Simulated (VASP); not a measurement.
# Si (R-3m) in VASP: single point with PBE

Aim: the single point of Si with PBE.

Everything below comes from runs of VASP 6.6.1. Logs are shortened: lines on timing, memory, paths and dates and some standing lists are left out, and cuts for length are marked.

### 1 The cell of the first run

Symmetry: R-3m, No. 166, trigonal system. Conventional cell: a = 3.840 Å, b = 3.840 Å, c = 9.595 Å, α = 90.00°, β = 90.00°, γ = 120.00°. Si (site symmetry 3m) has 4 Si at 2.36 to 2.40 Å within 3.1 Å.

### 2 Single point, PBE

INCAR reads:

```
SYSTEM = Si
ALGO = Normal ; EDIFF = 1E-6
ENCUT = 500 ; GGA = PE
GGA_COMPAT = .FALSE. ; ISIF = 2
ISMEAR = 0 ; LASPH = .TRUE.
LCHARG = .TRUE. ; LELF = .TRUE.
LREAL = .FALSE. ; LVHAR = .TRUE.
LWAVE = .FALSE. ; NBANDS = 11
NELM = 120 ; PREC = Accurate
SIGMA = 0.01
```

KPOINTS reads:

```
k-points
0
G
  6 6 6
  0 0 0
```

POSCAR reads:

```
Si
1.0
    0.0362066667      2.7517066667      2.7517066667
    2.8603266667      8.2913266667     11.0068266667
    2.7517066667      2.7517066667      0.0362066667
Si
2
Direct
    0.0000000000      0.0000000000      0.0000000000
    0.5000000000      0.2500000000      0.2500000000
```

Potentials or basis: VASP PAW PBE potentials, release 64 (Si).

Run with:

```console
$ cat potpaw_PBE.64/Si/POTCAR > POTCAR
$ mpirun -np 1 vasp_std > vasp.out
```

OUTCAR:

```text
SYSTEM = Si
   EDIFF = 1E-6
   ENCUT = 500
   GGA = PE
   ISIF = 2
   ISMEAR = 0
   LASPH = .TRUE.
   LREAL = .FALSE.
   NELM = 120
   PREC = Accurate

 ion  position               nearest neighbor table
   1  0.000  0.000  0.000-   2 2.36   2 2.40
   2  0.500  0.250  0.250-   1 2.36   1 2.36   1 2.40

  LATTYP: Found a trigonal (rhomboedric) cell.
 ALAT       =     3.8916693182
 COS(alpha) =     0.5131134770

  Lattice vectors:

 A1 = (  -2.7517066667,  -2.7517066667,  -0.0362066667)
 A2 = (  -2.7517066666,  -0.0362066666,  -2.7517066666)
 A3 = (  -0.0362066667,  -2.7517066667,  -2.7517066667)

Analysis of symmetry for initial positions (statically):
=====================================================================
 Subroutine PRICEL returns:
 Original cell was already a primitive cell.

 Routine SETGRP: Setting up the symmetry group for a
 trigonal (rhombohedral) supercell.

 Subroutine GETGRP returns: Found 12 space group operations
 (whereof  6 operations were pure point group operations)
 out of a pool of 12 trial point group operations.

The static configuration has the point symmetry C_3v.
 The point group associated with its full space group is D_3d.

Analysis of symmetry for dynamics (positions and initial velocities):
=====================================================================
 Subroutine PRICEL returns:
 Original cell was already a primitive cell.

 Routine SETGRP: Setting up the symmetry group for a
 trigonal (rhombohedral) supercell.

 Subroutine GETGRP returns: Found 12 space group operations
 (whereof  6 operations were pure point group operations)
 out of a pool of 12 trial point group operations.

The dynamic configuration has the point symmetry C_3v.
 The point group associated with its full space group is D_3d.

 Subroutine INISYM returns: Found 12 space group operations
 (whereof  6 operations are pure point group operations),
 and found     1 'primitive' translations

----------------------------------------------------------------------------------------

                                     Primitive cell

  volume of cell :      40.8488

  direct lattice vectors                    reciprocal lattice vectors
     0.036206667  2.751706667  2.751706667    -0.734105709  0.738919517 -0.365849402
     2.860326667  8.291326667 11.006826667     0.182924701 -0.185331605  0.182924701
     2.751706667  2.751706667  0.036206667     0.182924701  0.182924701 -0.185331605

  length of vectors
     3.891669318 14.074011504  3.891669318     1.103974198  0.318230571  0.318230571

  position of ions in fractional coordinates (direct lattice)
     0.000000000  0.000000000  0.000000000
     0.500000000  0.250000000  0.250000000

[... 82 lines left out ...]
   ISIF   =      2    stress and relaxation
   ISYM   =      2    0-nonsym 1-usesym 2-fastsym
   POTIM  = 0.5000    time-step for ionic-motion
   TEBEG  =    0.0;   TEEND  =   0.0 temperature during run
   PSTRESS=    0.0 pullay stress
   NELECT =       8.0000    total number of electrons
   NUPDOWN=      -1.0000    fix difference up-down
   EMIN   =  10.00;   EMAX   =-10.00  energy-range for DOS
   EFERMI =   0.00;   METHOD = LEGACY
   ISMEAR =     0;   SIGMA  =   0.01  broadening in eV -4-tet -1-fermi 0-gaus
   EFERMI_NEDOS =   21; number of points for ismear=-14 and -15
   IALGO  =     38    algorithm
   IMIX   =      4    mixing-type and parameters
     AMIX     =   0.40;   BMIX     =  1.00
     AMIX_MAG =   1.60;   BMIX_MAG =  1.00
  volume/ion in A,a.u.               =      20.42       137.83
  Fermi-wavevector in a.u.,A,eV,Ry     =   0.950703  1.796569 12.297444  0.903837
  Thomas-Fermi vector in A             =   2.079105
   LORBIT       =      0    0 simple, 1 ext, 2 COOP (PROOUT), +10 PAW based schemes
   GGA     = PE    functional components
   LHFCALC =     F    Hartree Fock is set to
   AEXX    =    0.0000 exact exchange contribution
   IVDW    =     0    specifies the selected vdW correction
   LEPSILON=     F    determine dielectric tensor
   LRPA    =     F    only Hartree local field effects (RPA)
 non-spin polarized calculation
 Gauss-broadening in eV      SIGMA  =   0.01
  energy-cutoff  :      500.00
  volume of cell :       40.85
 maximum number of plane-waves:      1044
   NGX = 15   NGY = 51   NGZ = 15

 number of electron       8.0000000 magnetization

 Free energy of the ion-electron system (eV)
  ---------------------------------------------------
  ext. energy  EPLUGINS =         0.00000000
  ---------------------------------------------------
  free energy    TOTEN  =       -10.81980482 eV

  energy without entropy =      -10.81980482  energy(sigma->0) =      -10.81980482

 E-fermi :   5.7470     XC(G=0):  -9.3264

 val. band max:        5.6499557354   @ k =   0.0000   0.0000   0.0000
 cond. band min:       6.3082325715   @ k =   0.5000   0.0000  -0.0000
 fundamental gap:      0.6582768362
 Fermi energy:         5.7469984059

 k-point     1 :       0.0000    0.0000    0.0000
  band No.  band energies     occupation
      1      -6.1904      2.00000
      2       5.6002      2.00000
      3       5.6500      2.00000
      4       5.6500      2.00000
      5       7.9318      0.00000
      6       8.2864      0.00000
      7       8.2864      0.00000
      8       8.8415      0.00000
      9      13.3426      0.00000
     10      13.3426      0.00000
     11      13.5207      0.00000
[... 309 lines left out ...]
 k-point    24 :       0.3333    0.5000    0.1667
  band No.  band energies     occupation
      1      -3.9769      2.00000
      2       0.0586      2.00000
      3       2.1287      2.00000
      4       3.3851      2.00000
      5       8.5073      0.00000
      6       9.4020      0.00000
      7       9.9035      0.00000
      8      12.6562      0.00000
      9      14.6318      0.00000
     10      15.2498      0.00000
     11      18.2777      0.00000

 [... further k-points ...]
[... 5 lines left out ...]
  --------------------------------------------------------------------------------------
  -------------------------------------------------------------------------------------
  Total        0.0477688      0.0477688      0.0477688     -0.3253026     -0.3253026     -0.3253026
  in kB        1.8735940      1.8735940      1.8735940    -12.7590571    -12.7590571    -12.7590571
  external PRESSURE =       1.8735940 kB  Pullay stress =       0.0000000 kB

 VOLUME and BASIS-vectors are now :
 -----------------------------------------------------------------------------
  energy-cutoff  :      500.00
  volume of cell :       40.85
      direct lattice vectors                 reciprocal lattice vectors
     0.036206667  2.751706667  2.751706667    -0.734105709  0.738919517 -0.365849402
     2.860326667  8.291326667 11.006826667     0.182924701 -0.185331605  0.182924701
     2.751706667  2.751706667  0.036206667     0.182924701  0.182924701 -0.185331605

 POSITION                                       TOTAL-FORCE (eV/Angst)
 -----------------------------------------------------------------------------------
      0.00000      0.00000      0.00000         0.110142      0.110142      0.110142
      1.42111      4.13661      4.13661        -0.110142     -0.110142     -0.110142
 -----------------------------------------------------------------------------------
    total drift:                               -0.000000      0.000000     -0.000000

  FREE ENERGIE OF THE ION-ELECTRON SYSTEM (eV)
  ---------------------------------------------------
  free  energy   TOTEN  =       -10.8198048210 eV

  energy  without entropy=      -10.8198048210  energy(sigma->0) =      -10.81980482
```

stdout:

```text
POSCAR found type information on POSCAR Si
 POSCAR found :  1 types and       2 ions
 scaLAPACK will be used
 LDA part: xc-table for (Slater+PW92), standard interpolation
 POSCAR, INCAR and KPOINTS ok, starting setup
 FFT: planning ... GRIDC
 FFT: planning ... GRID_SOFT
 FFT: planning ... GRID
 WAVECAR not read
 entering main loop
```

Run time: 56 s. Hardware: 1 thread of AMD EPYC 7R43 (Zen 3), shared host; peak memory 0.2 GiB.

Results:

- Free energy: -10.8198 eV
- Pressure: 0.2 GPa
- Largest force: 0.191 eV/Å
- Band gap on the k mesh: 0.66 eV, indirect (least direct gap 2.28 eV)

Forces on the atoms (eV/Å):
```
Si   0.110  0.110  0.110
Si  -0.110 -0.110 -0.110
```

Caveat: the k points lie up to 1.16 Å⁻¹ apart.
